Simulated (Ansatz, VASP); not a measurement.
Two plane-wave programs on V

```xyz
2
Lattice="0.0000 2.6172 2.6172 2.6172 0.0000 2.6172 2.6172 2.6172 0.0000" Properties=species:S:1:pos:R:3 pbc="T T T"
V     0.6543    0.6543    0.6543
V     4.5801    4.5801    4.5801
```

Alike in both runs: task single point; functional LDA; k mesh 17 × 17 × 17; occupations fermi-dirac, width 0.1 eV; no spin polarisation.

```csv
,VASP,Ansatz
version,VASP 6.6.1,Ansatz 0.2.0
potentials or method,"VASP PAW LDA potentials, release 64 (V_sv), cutoff 520 eV","plane waves (420 eV) with PAW, scalar-relativistic"
valence electrons in the cell,26,26
```

VASP gave:

```
pressure (GPa) : -4.8
```

Problem. Estimate Ansatz's values.

Solution. Pressure (GPa): -5.4.

Ansatz warns that its potentials were made for another functional, while VASP's fit it. LDA's correlation is that of Perdew and Zunger in VASP and of Perdew and Wang (1992) in Ansatz.
